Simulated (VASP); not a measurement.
# Si (Fd-3m) in VASP: further runs

Si is run at these levels: PBE; tasks: single point, relaxation of cell and atoms.

All numbers are computed with VASP 6.6.1; they aren't measurements. Logs are shortened: lines on timing, memory, paths and dates and some standing lists are left out, and cuts for length are marked.

**1. The cell of the first run**

Symmetry: Fd-3m, No. 227, cubic system. Conventional cell: a = 5.470 Å, b = 5.470 Å, c = 5.470 Å, α = 90.00°, β = 90.00°, γ = 90.00°. Within 3.1 Å of Si (site symmetry -43m) lie 4 Si at 2.37 Å.

**2. Single point, PBE**

The input, INCAR:

```
SYSTEM = Si
PREC = Accurate
ENCUT = 520
EDIFF = 1E-6
ISMEAR = 0
SIGMA = 0.02
LREAL = .False.
LASPH = .True.
NELM = 60
ALGO = Normal
ISIF = 2
LWAVE = .False.
LCHARG = .False.
GGA = PE
NBANDS = 11
```

The input, KPOINTS:

```
Automatic mesh
0
Gamma
  12 12 12
  0 0 0
```

The input, POSCAR:

```
Si
1.0
    0.0000000000      2.7348392667      2.7348392667
    2.7348392667      0.0000000000      2.7348392667
    2.7348392667      2.7348392667      0.0000000000
Si
2
Direct
    0.7500000000      0.7500000000      0.7500000000
    0.5000000000      0.5000000000      0.5000000000
```

Potentials or basis: VASP PAW PBE potentials, release 64 (Si).

Started as:

```sh
> cat potpaw_PBE.64/Si/POTCAR > POTCAR
> mpirun -np 1 vasp_std > vasp.out
```

OUTCAR:

```text
SYSTEM = Si
   PREC = Accurate
   ENCUT = 520
   EDIFF = 1E-6
   ISMEAR = 0
   LREAL = .False.
   LASPH = .True.
   NELM = 60
   ISIF = 2
   GGA = PE

 ion  position               nearest neighbor table
   1  0.750  0.750  0.750-   2 2.37   2 2.37   2 2.37   2 2.37
   2  0.500  0.500  0.500-   1 2.37   1 2.37   1 2.37   1 2.37

  LATTYP: Found a face centered cubic cell.
 ALAT       =     5.4696785334

  Lattice vectors:

 A1 = (   0.0000000000,   2.7348392667,   2.7348392667)
 A2 = (   2.7348392667,   0.0000000000,   2.7348392667)
 A3 = (   2.7348392667,   2.7348392667,   0.0000000000)

Analysis of symmetry for initial positions (statically):
=====================================================================
 Subroutine PRICEL returns:
 Original cell was already a primitive cell.

 Routine SETGRP: Setting up the symmetry group for a
 face centered cubic supercell.

 Subroutine GETGRP returns: Found 48 space group operations
 (whereof 24 operations were pure point group operations)
 out of a pool of 48 trial point group operations.

The static configuration has the point symmetry T_d .
 The point group associated with its full space group is O_h .

Analysis of symmetry for dynamics (positions and initial velocities):
=====================================================================
 Subroutine PRICEL returns:
 Original cell was already a primitive cell.

 Routine SETGRP: Setting up the symmetry group for a
 face centered cubic supercell.

 Subroutine GETGRP returns: Found 48 space group operations
 (whereof 24 operations were pure point group operations)
 out of a pool of 48 trial point group operations.

The dynamic configuration has the point symmetry T_d .
 The point group associated with its full space group is O_h .

 Subroutine INISYM returns: Found 48 space group operations
 (whereof 24 operations are pure point group operations),
 and found     1 'primitive' translations

----------------------------------------------------------------------------------------

                                     Primitive cell

  volume of cell :      40.9096

  direct lattice vectors                    reciprocal lattice vectors
     0.000000000  2.734839267  2.734839267    -0.182826101  0.182826101  0.182826101
     2.734839267  0.000000000  2.734839267     0.182826101 -0.182826101  0.182826101
     2.734839267  2.734839267  0.000000000     0.182826101  0.182826101 -0.182826101

  length of vectors
     3.867646782  3.867646782  3.867646782     0.316664096  0.316664096  0.316664096

  position of ions in fractional coordinates (direct lattice)
     0.750000000  0.750000000  0.750000000
     0.500000000  0.500000000  0.500000000

  ion indices of the primitive-cell ions
   primitive index   ion index
                 1           1
                 2           2

----------------------------------------------------------------------------------------

 KPOINTS: Automatic mesh

Automatic generation of k-mesh.
 Grid dimensions read from file:
 generate k-points for:   12   12   12

 Generating k-lattice:

  Cartesian coordinates                     Fractional coordinates (reciprocal lattice)
    -0.015235508  0.015235508  0.015235508     0.083333333  0.000000000  0.000000000
     0.015235508 -0.015235508  0.015235508     0.000000000  0.083333333  0.000000000
     0.015235508  0.015235508 -0.015235508     0.000000000  0.000000000  0.083333333

  Length of vectors
     0.026388675  0.026388675  0.026388675

  Shift w.r.t. Gamma in fractional coordinates (k-lattice)
     0.000000000  0.000000000  0.000000000

 Subroutine IBZKPT returns following result:
 ===========================================

 Found     72 irreducible k-points:

 Following reciprocal coordinates:
            Coordinates               Weight
  0.000000  0.000000  0.000000      1.000000
  0.083333  0.000000  0.000000      8.000000
  0.166667  0.000000  0.000000      8.000000
  0.250000  0.000000  0.000000      8.000000
  0.333333  0.000000  0.000000      8.000000
  0.416667  0.000000  0.000000      8.000000
[... 16 lines left out ...]
  0.500000  0.166667  0.000000     24.000000
 -0.416667  0.166667  0.000000     24.000000
 [... further k-points ...]
   k-points           NKPTS =     72   k-points in BZ     NKDIM =     72   number of bands    NBANDS=     11
   number of dos      NEDOS =    301   number of ions     NIONS =      2
   total plane-waves  NPLWV =  27000
   dimension x,y,z NGX =    30 NGY =   30 NGZ =   30
   dimension x,y,z NGXF=    60 NGYF=   60 NGZF=   60
   ions per type =               2
   NGX,Y,Z   is equivalent  to a cutoff of  12.90, 12.90, 12.90 a.u.
   NGXF,Y,Z  is equivalent  to a cutoff of  25.79, 25.79, 25.79 a.u.
 SYSTEM =  Si
   PREC   = accura    normal or accurate (medium, high low for compatibility)
   ISTART =      0    job   : 0-new  1-cont  2-samecut
   ICHARG =      2    charge: 1-file 2-atom 10-const
   ISPIN  =      1    spin polarized calculation?
   LNONCOLLINEAR =      F non collinear calculations
   LSORBIT =      F    spin-orbit coupling
   LASPH  =      T    aspherical Exc in radial PAW
   ENCUT  =  520.0 eV  38.22 Ry    6.18 a.u.   7.19  7.19  7.19*2*pi/ulx,y,z
   NELM   =     60;   NELMIN=  2; NELMDL= -5     # of ELM steps
   EDIFF  = 0.1E-05   stopping-criterion for ELM
   LREAL  =      F    real-space projection
   EDIFFG = 0.1E-04   stopping-criterion for IOM
   NSW    =      0    number of steps for IOM
   IBRION =     -1    ionic relax: 0-MD 1-quasi-New 2-CG
   NFREE  =      0    steps in history (QN), initial steepest desc. (CG)
   ISIF   =      2    stress and relaxation
   ISYM   =      2    0-nonsym 1-usesym 2-fastsym
   POTIM  = 0.5000    time-step for ionic-motion
   TEBEG  =    0.0;   TEEND  =   0.0 temperature during run
   PSTRESS=    0.0 pullay stress
   NELECT =       8.0000    total number of electrons
   NUPDOWN=      -1.0000    fix difference up-down
   EMIN   =  10.00;   EMAX   =-10.00  energy-range for DOS
   EFERMI =   0.00;   METHOD = LEGACY
   ISMEAR =     0;   SIGMA  =   0.02  broadening in eV -4-tet -1-fermi 0-gaus
   EFERMI_NEDOS =   21; number of points for ismear=-14 and -15
   IALGO  =     38    algorithm
   IMIX   =      4    mixing-type and parameters
     AMIX     =   0.40;   BMIX     =  1.00
     AMIX_MAG =   1.60;   BMIX_MAG =  1.00
  volume/ion in A,a.u.               =      20.45       138.04
  Fermi-wavevector in a.u.,A,eV,Ry     =   0.950232  1.795678 12.285258  0.902941
  Thomas-Fermi vector in A             =   2.078590
   LORBIT       =      0    0 simple, 1 ext, 2 COOP (PROOUT), +10 PAW based schemes
   GGA     = PE    functional components
   LHFCALC =     F    Hartree Fock is set to
   AEXX    =    0.0000 exact exchange contribution
   IVDW    =     0    specifies the selected vdW correction
   LEPSILON=     F    determine dielectric tensor
   LRPA    =     F    only Hartree local field effects (RPA)
 non-spin polarized calculation
 Gauss-broadening in eV      SIGMA  =   0.02
  energy-cutoff  :      520.00
  volume of cell :       40.91
 maximum number of plane-waves:      1124
 NGX is ok and might be reduce to    30
   NGX = 15   NGY = 15   NGZ = 15

 number of electron       8.0000001 magnetization

 Free energy of the ion-electron system (eV)
  ---------------------------------------------------
  ext. energy  EPLUGINS =         0.00000000
  ---------------------------------------------------
  free energy    TOTEN  =       -10.84977933 eV

  energy without entropy =      -10.84977933  energy(sigma->0) =      -10.84977933

 E-fermi :   5.6892     XC(G=0):  -9.3256

 val. band max:        5.6104924530   @ k =   0.0000   0.0000   0.0000
 cond. band min:       6.2217039396   @ k =   0.4167   0.4167   0.0000
 fundamental gap:      0.6112114866
 Fermi energy:         5.6892192847

 k-point     1 :       0.0000    0.0000    0.0000
  band No.  band energies     occupation
      1      -6.2005      2.00000
      2       5.6105      2.00000
      3       5.6105      2.00000
      4       5.6105      2.00000
      5       8.1674      0.00000
      6       8.1674      0.00000
      7       8.1674      0.00000
      8       8.7383      0.00000
      9      13.3197      0.00000
     10      13.3197      0.00000
     11      13.4857      0.00000

 k-point     2 :       0.0833    0.0000    0.0000
  band No.  band energies     occupation
      1      -6.1112      2.00000
      2       4.7529      2.00000
      3       5.4703      2.00000
      4       5.4703      2.00000
      5       8.1738      0.00000
      6       8.3739      0.00000
      7       8.3739      0.00000
      8       9.4422      0.00000
      9      13.0559      0.00000
     10      13.0559      0.00000
     11      13.8646      0.00000

 k-point     3 :       0.1667    0.0000    0.0000
  band No.  band energies     occupation
      1      -5.8461      2.00000
      2       3.2478      2.00000
      3       5.1700      2.00000
      4       5.1700      2.00000
      5       7.8947      0.00000
      6       8.8025      0.00000
      7       8.8025      0.00000
      8      10.8845      0.00000
      9      12.6959      0.00000
     10      12.6959      0.00000
     11      14.6090      0.00000

 k-point     4 :       0.2500    0.0000    0.0000
  band No.  band energies     occupation
      1      -5.4161      2.00000
      2       1.7253      2.00000
      3       4.8659      2.00000
      4       4.8659      2.00000
      5       7.5682      0.00000
      6       9.1005      0.00000
      7       9.1005      0.00000
      8      12.3574      0.00000
      9      12.7978      0.00000
     10      12.7978      0.00000
     11      14.5387      0.00000
[... 239 lines left out ...]
 k-point    22 :       0.4167    0.1667    0.0000
  band No.  band energies     occupation
      1      -4.3312      2.00000
      2       0.0000      2.00000
      3       3.2184      2.00000
      4       3.8194      2.00000
      5       7.6232      0.00000
      6       9.8010      0.00000
      7      10.4772      0.00000
      8      10.6337      0.00000
      9      15.4396      0.00000
     10      15.7323      0.00000
     11      16.2556      0.00000

 k-point    23 :       0.5000    0.1667    0.0000
  band No.  band energies     occupation
      1      -3.7636      2.00000
      2      -0.9113      2.00000
      3       2.8804      2.00000
      4       3.8709      2.00000
      5       7.6503      0.00000
      6       9.6708      0.00000
      7      10.2148      0.00000
      8      11.9740      0.00000
      9      14.9584      0.00000
     10      16.0145      0.00000
     11      17.2688      0.00000

 k-point    24 :      -0.4167    0.1667    0.0000
  band No.  band energies     occupation
      1      -3.6531      2.00000
      2      -1.0661      2.00000
      3       2.6723      2.00000
      4       4.0501      2.00000
      5       7.7855      0.00000
      6       9.6306      0.00000
      7       9.9929      0.00000
      8      13.5054      0.00000
      9      14.0707      0.00000
     10      14.3440      0.00000
     11      16.6772      0.00000

 [... further k-points ...]
[... 5 lines left out ...]
  --------------------------------------------------------------------------------------
  -------------------------------------------------------------------------------------
  Total       -0.0123951     -0.0123951     -0.0123951      0.0000000      0.0000000      0.0000000
  in kB       -0.4854389     -0.4854389     -0.4854389      0.0000000      0.0000000      0.0000000
  external PRESSURE =      -0.4854389 kB  Pullay stress =       0.0000000 kB

 VOLUME and BASIS-vectors are now :
 -----------------------------------------------------------------------------
  energy-cutoff  :      520.00
  volume of cell :       40.91
      direct lattice vectors                 reciprocal lattice vectors
     0.000000000  2.734839267  2.734839267    -0.182826101  0.182826101  0.182826101
     2.734839267  0.000000000  2.734839267     0.182826101 -0.182826101  0.182826101
     2.734839267  2.734839267  0.000000000     0.182826101  0.182826101 -0.182826101

 POSITION                                       TOTAL-FORCE (eV/Angst)
 -----------------------------------------------------------------------------------
      4.10226      4.10226      4.10226         0.000000      0.000000      0.000000
      2.73484      2.73484      2.73484         0.000000     -0.000000      0.000000
 -----------------------------------------------------------------------------------
    total drift:                                0.000000     -0.000000     -0.000000

  FREE ENERGIE OF THE ION-ELECTRON SYSTEM (eV)
  ---------------------------------------------------
  free  energy   TOTEN  =       -10.8497793264 eV

  energy  without entropy=      -10.8497793264  energy(sigma->0) =      -10.84977933
```

Run time: 47 s. Hardware: 1 thread of Intel Xeon 8259CL, shared host; peak memory 0.17 GiB.

Results:

```
Free energy            : -10.8498 eV
Pressure               : 0.0 GPa
Band gap on the k mesh : 0.61 eV (least direct gap 2.56 eV)
```

Levels at points of the mesh, in eV from the valence-band top:
```
           k point  band 2  band 3  band 4  band 5  band 6  band 7
(0.00, 0.00, 0.00)    0.00    0.00    0.00    2.56    2.56    2.56
(0.50, 0.00, 0.00)   -6.87   -1.18   -1.18    1.46    3.35    3.35
(0.50, 0.50, 0.00)   -7.74   -2.79   -2.79    0.75    0.75    9.93
```

A k mesh can miss the band edges. A hybrid or GW would open this gap; PBE tends to underestimate it.

**3. Relaxation of cell and atoms, PBE**

This run uses another cell than the first one, of 19.98 Å³/atom.

The input, INCAR:

```
SYSTEM = Si
PREC = Accurate
ENCUT = 600
EDIFF = 1E-7
ISMEAR = 0
SIGMA = 0.02
LREAL = .False.
LASPH = .True.
NELM = 80
ALGO = Normal
ISIF = 3
LWAVE = .False.
LCHARG = .False.
GGA = PE
IBRION = 2
NSW = 80
EDIFFG = -0.002
```

KPOINTS is that of step 2.

The input, POSCAR:

```
Si
1.0
    0.0000000000      2.7135600000      2.7135600000
    2.7135600000      0.0000000000      2.7135600000
    2.7135600000      2.7135600000      0.0000000000
Si
2
Direct
    0.7500000000      0.7500000000      0.7500000000
    0.5000000000      0.5000000000      0.5000000000
```

Potentials or basis: VASP PAW PBE potentials, release 64 (Si).

Started as:

```sh
> cat potpaw_PBE.64/Si/POTCAR > POTCAR
> mpirun -np 1 vasp_std > vasp.out
```

It took 68 s on 1 thread of Intel Xeon 8259CL, shared host; peak memory 0.18 GiB.

Results (log left out):

```yaml
Free_energy: -10.8499 eV
Relaxed_volume: 20.44 Å³/atom
Relaxed_cell: a = 3.867 Å, b = 3.867 Å, c = 3.867 Å, α = 60.00°, β = 60.00°, γ = 60.00°
Space_group_after_relaxing_to_0.1_Å: Fd-3m (No. 227)
Energy_gained_by_relaxing: 3.0 meV/atom
Ionic_steps: 3
Pressure_after_relaxing: 0.0 GPa
Band_gap_on_the_k_mesh: 0.61 eV (least direct gap 2.56 eV)
```

The path:
```csv
step,energy change (eV),largest force (eV/Å),pressure (GPa),volume (Å³)
1,0.0000,0.0000,2.14,39.96
2,-0.0033,0.0000,-1.33,41.53
3,-0.0060,0.0000,0.00,40.89
```

Final structure:
```xyz
2
Lattice="0.0000 2.7343 2.7343 2.7343 0.0000 2.7343 2.7343 2.7343 0.0000" Properties=species:S:1:pos:R:3 pbc="T T T"
Si    4.1015    4.1015    4.1015
Si    2.7343    2.7343    2.7343
```

Levels at points of the mesh, in eV from the valence-band top:
| k point | band 1 | band 2 | band 3 | band 4 | band 5 | band 6 | band 7 | band 8 |
| --- | --- | --- | --- | --- | --- | --- | --- | --- |
| (0.00, 0.00, 0.00) | -11.81 | 0.00 | 0.00 | 0.00 | 2.56 | 2.56 | 2.56 | 3.13 |
| (0.50, 0.00, 0.00) | -9.54 | -6.87 | -1.18 | -1.18 | 1.47 | 3.35 | 3.35 | 7.70 |
| (0.50, 0.50, 0.00) | -7.75 | -7.75 | -2.79 | -2.79 | 0.75 | 0.75 | 9.94 | 9.94 |

A k mesh can miss the band edges. PBE usually gives volumes a little too large and moduli too small.
